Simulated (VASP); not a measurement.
# V (P6_3/mmc) in VASP: notebook

The runs below take V through single point, relaxation of cell and atoms, with PBE.

Program: VASP 6.6.1. These are calculated values, not measurements. Logs are shortened: lines on timing, memory, paths and dates and some standing lists are left out, and cuts for length are marked.

## Step 1: The cell of the first run

The structure is hexagonal, space group P6_3/mmc (No. 194). Conventional cell: a = 4.224 Å, b = 4.224 Å, c = 4.106 Å, α = 90.00°, β = 90.00°, γ = 120.00°. V (site symmetry -6m2) has 5 V at 2.05 to 2.44 Å within 2.7 Å. Within 3.2 Å of V (site symmetry -6m2) lie 15 V at 2.44 to 3.19 Å.

## Step 2: Single point, PBE

The input, INCAR:

```
SYSTEM = V
PREC = Accurate ; ENCUT = 520
EDIFF = 1E-7 ; ISMEAR = 0
SIGMA = 0.1 ; LREAL = .FALSE.
LASPH = .TRUE. ; NELM = 80
ALGO = Normal ; ISIF = 2
LWAVE = .FALSE. ; LCHARG = .FALSE.
GGA = PE ; NBANDS = 34
```

The input, KPOINTS:

```
Automatic mesh
0
G
  6 6 4
  0 0 0
```

The input, POSCAR:

```
V
1.0
    4.2243053424      0.0000000000      0.0000000000
   -2.1121526712      3.6583557398      0.0000000000
    0.0000000000      0.0000000000      4.1056336138
V
4
Direct
    0.0000000000      0.0000000000      0.2500000000
    0.0000000000      0.0000000000      0.7500000000
    0.3333333333      0.6666666667      0.7500000000
    0.6666666667      0.3333333333      0.2500000000
```

Potentials or basis: VASP PAW PBE potentials, release 64 (V_sv).

Run with:

```console
> cat potpaw_PBE.64/V_sv/POTCAR > POTCAR
> mpirun -np 1 vasp_std > vasp.out
```

OUTCAR:

```text
SYSTEM = V
   PREC = Accurate
   ENCUT = 520
   EDIFF = 1E-7
   ISMEAR = 0
   LREAL = .FALSE.
   LASPH = .TRUE.
   NELM = 80
   ISIF = 2
   GGA = PE

 ion  position               nearest neighbor table
   1  0.000  0.000  0.250-   2 2.05   2 2.05   4 2.44   4 2.44   4 2.44
   2  0.000  0.000  0.750-   1 2.05   1 2.05   3 2.44   3 2.44   3 2.44
   3  0.333  0.667  0.750-   2 2.44   2 2.44   2 2.44
   4  0.667  0.333  0.250-   1 2.44   1 2.44   1 2.44

  LATTYP: Found a hexagonal cell.
 ALAT       =     4.2243053424
 C/A-ratio  =     0.9719073980

  Lattice vectors:

 A1 = (   4.2243053424,   0.0000000000,   0.0000000000)
 A2 = (  -2.1121526712,   3.6583557398,   0.0000000000)
 A3 = (   0.0000000000,   0.0000000000,   4.1056336138)

Analysis of symmetry for initial positions (statically):
=====================================================================
 Subroutine PRICEL returns:
 Original cell was already a primitive cell.

 Routine SETGRP: Setting up the symmetry group for a
 hexagonal supercell.

 Subroutine GETGRP returns: Found 24 space group operations
 (whereof 12 operations were pure point group operations)
 out of a pool of 24 trial point group operations.

The static configuration has the point symmetry D_3d.
 The point group associated with its full space group is D_6h.

Analysis of symmetry for dynamics (positions and initial velocities):
=====================================================================
 Subroutine PRICEL returns:
 Original cell was already a primitive cell.

 Routine SETGRP: Setting up the symmetry group for a
 hexagonal supercell.

 Subroutine GETGRP returns: Found 24 space group operations
 (whereof 12 operations were pure point group operations)
 out of a pool of 24 trial point group operations.

The dynamic configuration has the point symmetry D_3d.
 The point group associated with its full space group is D_6h.

 Subroutine INISYM returns: Found 24 space group operations
 (whereof 12 operations are pure point group operations),
 and found     1 'primitive' translations

[... 88 lines left out ...]
   ISPIN  =      1    spin polarized calculation?
   LNONCOLLINEAR =      F non collinear calculations
   LSORBIT =      F    spin-orbit coupling
   LASPH  =      T    aspherical Exc in radial PAW
   ENCUT  =  520.0 eV  38.22 Ry    6.18 a.u.   7.85  7.85  7.63*2*pi/ulx,y,z
   NELM   =     80;   NELMIN=  2; NELMDL= -5     # of ELM steps
   EDIFF  = 0.1E-06   stopping-criterion for ELM
   LREAL  =      F    real-space projection
   EDIFFG = 0.1E-05   stopping-criterion for IOM
   NSW    =      0    number of steps for IOM
   IBRION =     -1    ionic relax: 0-MD 1-quasi-New 2-CG
   NFREE  =      0    steps in history (QN), initial steepest desc. (CG)
   ISIF   =      2    stress and relaxation
   ISYM   =      2    0-nonsym 1-usesym 2-fastsym
   POTIM  = 0.5000    time-step for ionic-motion
   TEBEG  =    0.0;   TEEND  =   0.0 temperature during run
   PSTRESS=    0.0 pullay stress
   NELECT =      52.0000    total number of electrons
   NUPDOWN=      -1.0000    fix difference up-down
   EMIN   =  10.00;   EMAX   =-10.00  energy-range for DOS
   EFERMI =   0.00;   METHOD = LEGACY
   ISMEAR =     0;   SIGMA  =   0.10  broadening in eV -4-tet -1-fermi 0-gaus
   EFERMI_NEDOS =   21; number of points for ismear=-14 and -15
   IALGO  =     38    algorithm
   IMIX   =      4    mixing-type and parameters
     AMIX     =   0.40;   BMIX     =  1.00
     AMIX_MAG =   1.60;   BMIX_MAG =  1.00
  volume/ion in A,a.u.               =      15.86       107.04
  Fermi-wavevector in a.u.,A,eV,Ry     =   1.532035  2.895127 31.934676  2.347132
  Thomas-Fermi vector in A             =   2.639297
   LORBIT       =      0    0 simple, 1 ext, 2 COOP (PROOUT), +10 PAW based schemes
   GGA     = PE    functional components
   LHFCALC =     F    Hartree Fock is set to
   AEXX    =    0.0000 exact exchange contribution
   IVDW    =     0    specifies the selected vdW correction
   LEPSILON=     F    determine dielectric tensor
   LRPA    =     F    only Hartree local field effects (RPA)
 non-spin polarized calculation
 Gauss-broadening in eV      SIGMA  =   0.10
  energy-cutoff  :      520.00
  volume of cell :       63.45
 maximum number of plane-waves:      1740
 NGX is ok and might be reduce to    32
   NGX = 15   NGY = 15   NGZ = 15

 number of electron      52.0000007 magnetization

 Free energy of the ion-electron system (eV)
  ---------------------------------------------------
  ext. energy  EPLUGINS =         0.00000000
  ---------------------------------------------------
  free energy    TOTEN  =       -31.47867834 eV

  energy without entropy =      -31.44336419  energy(sigma->0) =      -31.46102126

 E-fermi :   7.8623     XC(G=0): -11.8375

 val. band max:        7.8498817398   @ k =   0.5000  -0.0000   0.2500
 cond. band min:       7.8702617283   @ k =   0.1667   0.1667   0.0000
 fundamental gap:      0.0203799885
 Fermi energy:         7.8623222836

 k-point     1 :       0.0000    0.0000    0.0000
  band No.  band energies     occupation
      1     -56.3149      2.00000
      2     -56.2573      2.00000
      3     -55.9177      2.00000
      4     -55.0896      2.00000
      5     -31.5840      2.00000
      6     -30.2802      2.00000
[... 766 lines left out ...]
     33      10.0762      0.00000
     34      10.0762      0.00000

------------------------ aborting loop because EDIFF is reached ----------------------------------------

  FORCE on cell =-STRESS in cart. coord.  units (eV):
  Direction    XX          YY          ZZ          XY          YZ          ZX
  --------------------------------------------------------------------------------------
  -------------------------------------------------------------------------------------
  Total       -0.0611299     -0.0611299      0.9551587      0.0000000      0.0000000      0.0000000
  in kB       -1.5436287     -1.5436287     24.1192983      0.0000000      0.0000000      0.0000000
  external PRESSURE =       7.0106803 kB  Pullay stress =       0.0000000 kB

 VOLUME and BASIS-vectors are now :
 -----------------------------------------------------------------------------
  energy-cutoff  :      520.00
  volume of cell :       63.45
      direct lattice vectors                 reciprocal lattice vectors
     4.224305342  0.000000000  0.000000000     0.236725312  0.136673423  0.000000000
    -2.112152671  3.658355740  0.000000000     0.000000000  0.273346845  0.000000000
     0.000000000  0.000000000  4.105633614     0.000000000  0.000000000  0.243567764

 POSITION                                       TOTAL-FORCE (eV/Angst)
 -----------------------------------------------------------------------------------
      0.00000      0.00000      1.02641        -0.000000      0.000000      0.000000
      0.00000      0.00000      3.07923         0.000000      0.000000     -0.000000
     -0.00000      2.43890      3.07923        -0.000000     -0.000000      0.000000
      2.11215      1.21945      1.02641         0.000000      0.000000     -0.000000
 -----------------------------------------------------------------------------------
    total drift:                               -0.000000      0.000000     -0.000000

  FREE ENERGIE OF THE ION-ELECTRON SYSTEM (eV)
  ---------------------------------------------------
  free  energy   TOTEN  =       -31.4786783410 eV

  energy  without entropy=      -31.4433641869  energy(sigma->0) =      -31.46102126
```

OSZICAR:

```text
N       E                     dE             d eps       ncg     rms          rms(c)
DAV:   1     0.798275752636E+03    0.79828E+03   -0.31811E+04  1428   0.176E+03
DAV:   2    -0.204267434288E+01   -0.80032E+03   -0.78786E+03  1432   0.604E+02
DAV:   3    -0.366170099401E+02   -0.34574E+02   -0.33722E+02  1934   0.146E+02
DAV:   4    -0.372612857298E+02   -0.64428E+00   -0.64120E+00  1696   0.191E+01
DAV:   5    -0.372732274670E+02   -0.11942E-01   -0.11928E-01  1784   0.264E+00    0.360E+01
DAV:   6    -0.529052272161E+02   -0.15632E+02   -0.19639E+02  1892   0.751E+01    0.485E+01
DAV:   7    -0.329485941544E+02    0.19957E+02   -0.20668E+02  1892   0.555E+01    0.140E+01
DAV:   8    -0.318554837745E+02    0.10931E+01   -0.13716E+01  1862   0.213E+01    0.108E+01
DAV:   9    -0.315974963069E+02    0.25799E+00   -0.10330E+00  1756   0.622E+00    0.609E+00
DAV:  10    -0.314865934058E+02    0.11090E+00   -0.79359E-01  1674   0.665E+00    0.114E+00
DAV:  11    -0.314802766353E+02    0.63168E-02   -0.59496E-02  1878   0.213E+00    0.685E-01
DAV:  12    -0.314793011827E+02    0.97545E-03   -0.19817E-02  1720   0.103E+00    0.275E-01
DAV:  13    -0.314787938544E+02    0.50733E-03   -0.10701E-03  1750   0.287E-01    0.121E-01
DAV:  14    -0.314786793050E+02    0.11455E-03   -0.78915E-04  1844   0.185E-01    0.160E-02
DAV:  15    -0.314786789429E+02    0.36205E-06   -0.21939E-05  1610   0.479E-02    0.960E-03
DAV:  16    -0.314786784741E+02    0.46879E-06   -0.12933E-06  1750   0.934E-03    0.283E-03
DAV:  17    -0.314786783628E+02    0.11135E-06   -0.90491E-08   924   0.273E-03    0.658E-04
DAV:  18    -0.314786783410E+02    0.21795E-07   -0.25318E-08   796   0.125E-03
   1 F= -.31478678E+02 E0= -.31461021E+02  d E =-.353142E-01
```

Run time: 34 s. Hardware: 1 thread of Intel Xeon Platinum 8488C (Sapphire Rapids), shared host; peak memory 0.18 GiB.

Results:

| Quantity | Value |
| --- | --- |
| Free energy | -31.4787 eV |
| Pressure | 0.7 GPa |
| Band gap on the k mesh | zero (band 26 reaches 8.11 eV, above the bottom of band 27 at 7.59 eV) |

Stress tensor (GPa, compression positive):
```
-0.15  0.00  0.00
 0.00 -0.15  0.00
 0.00  0.00  2.41
```

Caveat: the k points lie up to 0.38 Å⁻¹ apart.

## Step 3: Relaxation of cell and atoms, PBE

This run uses another cell than the first one, of 15.59 Å³/atom, 0.983 times its volume.

The input, INCAR:

```
SYSTEM = V
  PREC = Accurate
  ENCUT = 600
  EDIFF = 1E-6
  ISMEAR = 0
  SIGMA = 0.1
  LREAL = .False.
  LASPH = .True.
  NELM = 100
  ALGO = Fast
  ISIF = 3
  LWAVE = .False.
  LCHARG = .False.
  GGA = PE
  IBRION = 2
  NSW = 90
  EDIFFG = -0.04
```

The input, KPOINTS:

```
Automatic mesh
0
Gamma
  6 6 4
  0 0 0
```

The input, POSCAR:

```
V
1.0
    4.2199358223      0.0000000000      0.0000000000
   -2.1099679112      3.6545716245      0.0000000000
    0.0000000000      0.0000000000      4.0438889903
V
4
Direct
    0.0000000000      0.0000000000      0.2500000000
    0.0000000000      0.0000000000      0.7500000000
    0.3333333333      0.6666666667      0.7500000000
    0.6666666667      0.3333333333      0.2500000000
```

Potentials or basis: VASP PAW PBE potentials, release 64 (V_sv).

Run with:

```console
> cat potpaw_PBE.64/V_sv/POTCAR > POTCAR
> mpirun -np 1 vasp_std > vasp.out
```

OUTCAR:

```text
SYSTEM = V
   PREC = Accurate
   ENCUT = 600
   EDIFF = 1E-6
   ISMEAR = 0
   LREAL = .False.
   LASPH = .True.
   NELM = 100
   ISIF = 3
   GGA = PE
   IBRION = 2
   NSW = 90
   EDIFFG = -0.04

 ion  position               nearest neighbor table
   1  0.000  0.000  0.250-   2 2.02   2 2.02   4 2.44   4 2.44   4 2.44
   2  0.000  0.000  0.750-   1 2.02   1 2.02   3 2.44   3 2.44   3 2.44
   3  0.333  0.667  0.750-   2 2.44   2 2.44   2 2.44
   4  0.667  0.333  0.250-   1 2.44   1 2.44   1 2.44

  LATTYP: Found a hexagonal cell.
 ALAT       =     4.2199358223
 C/A-ratio  =     0.9582821068

  Lattice vectors:

 A1 = (   4.2199358223,   0.0000000000,   0.0000000000)
 A2 = (  -2.1099679112,   3.6545716245,   0.0000000000)
 A3 = (   0.0000000000,   0.0000000000,   4.0438889903)

Analysis of symmetry for initial positions (statically):
=====================================================================
 Subroutine PRICEL returns:
 Original cell was already a primitive cell.

 Routine SETGRP: Setting up the symmetry group for a
 hexagonal supercell.

 Subroutine GETGRP returns: Found 24 space group operations
 (whereof 12 operations were pure point group operations)
[... 157 lines left out ...]
   NGX = 17   NGY = 17   NGZ = 17

--------------------------------------- Ionic step        1  -------------------------------------------

 number of electron      51.9999984 magnetization

 Free energy of the ion-electron system (eV)
  ---------------------------------------------------
  ext. energy  EPLUGINS =         0.00000000
  ---------------------------------------------------
  free energy    TOTEN  =       -31.44757136 eV

  energy without entropy =      -31.41154641  energy(sigma->0) =      -31.42955889

------------------------ aborting loop because EDIFF is reached ----------------------------------------

  FORCE on cell =-STRESS in cart. coord.  units (eV):
  Direction    XX          YY          ZZ          XY          YZ          ZX
  --------------------------------------------------------------------------------------
  -------------------------------------------------------------------------------------
  Total        0.4912574      0.4912574      3.0531437     -0.0000000     -0.0000000     -0.0000000
  in kB       12.6205462     12.6205462     78.4361511     -0.0000000     -0.0000000     -0.0000000
  external PRESSURE =      34.5590812 kB  Pullay stress =       0.0000000 kB
[... 101 lines left out ...]
--------------------------------------- Ionic step        4  -------------------------------------------

 number of electron      51.9999999 magnetization

 Free energy of the ion-electron system (eV)
  ---------------------------------------------------
  ext. energy  EPLUGINS =         0.00000000
  ---------------------------------------------------
  free energy    TOTEN  =       -31.48263492 eV

  energy without entropy =      -31.44795644  energy(sigma->0) =      -31.46529568

 E-fermi :   7.8309     XC(G=0): -11.8198

 val. band max:        7.8216786208   @ k =   0.5000   0.0000   0.2500
 cond. band min:       7.8449046270   @ k =   0.1667   0.1667   0.0000
 fundamental gap:      0.0232260061
 Fermi energy:         7.8308501386

 k-point     1 :       0.0000    0.0000    0.0000
  band No.  band energies     occupation
      1     -56.3365      2.00000
      2     -56.2799      2.00000
      3     -55.9275      2.00000
      4     -55.1618      2.00000
      5     -31.5153      2.00000
      6     -30.3023      2.00000
[... 734 lines left out ...]
  FREE ENERGIE OF THE ION-ELECTRON SYSTEM (eV)
  ---------------------------------------------------
  free  energy   TOTEN  =       -31.4826349204 eV

  energy  without entropy=      -31.4479564430  energy(sigma->0) =      -31.46529568

 reached required accuracy - stopping structural energy minimisation
```

OSZICAR:

```text
N       E                     dE             d eps       ncg     rms          rms(c)
DAV:   1     0.876286992197E+03    0.87629E+03   -0.34206E+04  1302   0.212E+03
DAV:   2     0.911601786097E+01   -0.86717E+03   -0.85794E+03  1310   0.691E+02
[... 55 lines left out ...]
RMM:   5    -0.314826779920E+02   -0.12115E-03   -0.10748E-02  1484   0.577E-01    0.146E-01
RMM:   6    -0.314826109573E+02    0.67035E-04   -0.26820E-03  1525   0.296E-01    0.455E-02
RMM:   7    -0.314826301650E+02   -0.19208E-04   -0.56966E-04  1386   0.179E-01    0.430E-02
RMM:   8    -0.314826386759E+02   -0.85109E-05   -0.26558E-04  1477   0.110E-01    0.275E-02
RMM:   9    -0.314826358696E+02    0.28062E-05   -0.55813E-05  1511   0.509E-02    0.138E-02
RMM:  10    -0.314826345761E+02    0.12935E-05   -0.16456E-05  1254   0.243E-02    0.664E-03
RMM:  11    -0.314826349204E+02   -0.34430E-06   -0.76349E-06  1041   0.131E-02
   4 F= -.31482635E+02 E0= -.31465296E+02  d E =-.287453E-02
```

CONTCAR:

```text
V
   1.00000000000000
     4.2133812273802658    0.0000000000000926    0.0000000000000000
    -2.1066906137399757    3.6488951787877180   -0.0000000000000000
    -0.0000000000000000    0.0000000000000000    4.1412668481168691
  V
     4
Direct
     0.0000000000000000    0.0000000000000000    0.2500000000000000
     1.0000000000000000    1.0000000000000000    0.7500000000000000
     0.3333333332999970    0.6666666667000030    0.7500000000000000
     0.6666666667000030    0.3333333332999970    0.2500000000000000

  0.00000000E+00  0.00000000E+00  0.00000000E+00
  0.00000000E+00  0.00000000E+00  0.00000000E+00
  0.00000000E+00  0.00000000E+00  0.00000000E+00
  0.00000000E+00  0.00000000E+00  0.00000000E+00
```

It took 2.3 min on 1 thread of Intel Xeon Platinum 8488C (Sapphire Rapids), shared host; peak memory 0.21 GiB.

What came out:

```
Free energy                            : -31.4826 eV
Relaxed volume                         : 15.92 Å³/atom
Relaxed cell                           : a = 4.213 Å, b = 4.213 Å, c = 4.141 Å, α = 90.00°, β = 90.00°, γ = 120.00°
Space group after relaxing (to 0.05 Å) : P6_3/mmc (No. 194)
Energy gained by relaxing              : 8.8 meV/atom
Ionic steps                            : 4
Pressure after relaxing                : 0.0 GPa
Band gap on the k mesh                 : zero (band 26 reaches 8.08 eV, above the bottom of band 27 at 7.57 eV)
```

The path:
| step | energy change (eV) | largest force (eV/Å) | pressure (GPa) | volume (Å³) |
| --- | --- | --- | --- | --- |
| 1 | 0.0000 | 0.0000 | 3.46 | 62.37 |
| 2 | -0.0152 | 0.0000 | -3.30 | 65.43 |
| 3 | -0.0322 | 0.0000 | -0.67 | 64.09 |
| 4 | -0.0351 | 0.0000 | -0.05 | 63.67 |

Final structure:
```xyz
4
Lattice="4.2134 0.0000 0.0000 -2.1067 3.6489 0.0000 0.0000 0.0000 4.1413" Properties=species:S:1:pos:R:3 pbc="T T T"
V     0.0000    0.0000    1.0353
V     2.1067    3.6489    3.1060
V     0.0000    2.4326    3.1060
V     2.1067    1.2163    1.0353
```

Levels at points of the mesh, in eV from the Fermi level:
```csv
k point,band 23,band 24,band 25,band 26,band 27,band 28,band 29,band 30
"(0.00, 0.00, 0.00)",-0.84,-0.41,-0.41,-0.12,-0.12,0.62,0.62,1.76
"(0.50, 0.00, 0.00)",-1.09,-0.62,-0.33,-0.28,-0.26,0.53,1.16,1.41
"(0.00, 0.00, 0.50)",0.07,0.07,0.07,0.07,0.37,0.37,1.31,1.31
"(0.50, 0.00, 0.50)",-0.91,-0.91,-0.68,-0.68,0.30,0.30,1.30,1.30
```

Caveat: the k points lie up to 0.38 Å⁻¹ apart in the final cell.

## Step 4: Relaxation of cell and atoms, PBE

The input, INCAR:

```
  PREC = Accurate
  ENCUT = 600
  EDIFF = 1E-6
  ISMEAR = 0
  SIGMA = 0.1
  LREAL = False
  LASPH = True
  NELM = 100
  ALGO = Normal
  ISIF = 3
  LWAVE = False
  LCHARG = False
  GGA = PE
  IBRION = 2
  NSW = 100
  EDIFFG = -0.01
```

The input, KPOINTS:

```
Automatic mesh
0
Gamma
  12 12 10
```

The input, POSCAR:

```
V
1.0
    4.2243053424      0.0000000000      0.0000000000
   -2.1121526712      3.6583557398      0.0000000000
    0.0000000000      0.0000000000      4.1056336138
V
4
Direct
    0.0000000000      0.0000000000      0.2500000000
    0.0000000000      0.0000000000      0.7500000000
    0.3333333333      0.6666666667      0.7500000000
    0.6666666667      0.3333333333      0.2500000000
```

Run with:

```console
> cat potpaw_PBE.64/V_sv/POTCAR > POTCAR
> mpirun -np 1 vasp_std > vasp.out
```

Wall time 6.6 min (1 thread of Intel Xeon 6975P-C (Granite Rapids), shared host); peak memory 0.34 GiB.

It converged, with:

| Property | Result |
| --- | --- |
| Free energy | -31.4387 eV |
| Relaxed volume | 15.92 Å³/atom |
| Relaxed cell | a = 4.180 Å, b = 4.180 Å, c = 4.209 Å, α = 90.00°, β = 90.00°, γ = 120.00° |
| Space group after relaxing (to 0.05 Å) | P6_3/mmc (No. 194) |
| Energy gained by relaxing | 7.1 meV/atom |
| Ionic steps | 5 |
| Pressure after relaxing | 0.1 GPa |
| Band gap on the k mesh | zero (band 26 reaches 8.13 eV, above the bottom of band 27 at 7.60 eV) |

The path:
```csv
step,energy change (eV),largest force (eV/Å),pressure (GPa),volume (Å³)
1,0.0000,0.0000,1.11,63.45
2,-0.0246,0.0000,-1.29,64.44
3,-0.0246,0.0000,-1.19,64.42
4,-0.0283,0.0000,0.33,63.50
5,-0.0286,0.0000,0.05,63.69
```

Final structure:
```
V
1.0
     4.17995    0.00000    0.00000
    -2.08998    3.61994    0.00000
     0.00000    0.00000    4.20896
V
4
Direct
  0.00000 0.00000 0.25000
  0.00000 0.00000 0.75000
  0.33333 0.66667 0.75000
  0.66667 0.33333 0.25000
```

Levels at points of the mesh, in eV from the Fermi level:
```
           k point  band 22  band 23  band 24  band 25  band 26  band 27  band 28  band 29  band 30  band 31
(0.00, 0.00, 0.00)    -0.72    -0.72    -0.32    -0.32    -0.06    -0.06     0.68     0.68     1.15     1.74
(0.50, 0.00, 0.00)    -1.89    -1.02    -0.61    -0.31    -0.26    -0.18     0.54     1.36     1.52     1.53
(0.00, 0.00, 0.50)    -1.47     0.17     0.17     0.17     0.17     0.31     0.31     1.37     1.37     1.37
(0.50, 0.00, 0.50)    -1.34    -0.84    -0.84    -0.63    -0.63     0.31     0.31     1.34     1.34     2.27
```

[end of part 1 of 2]
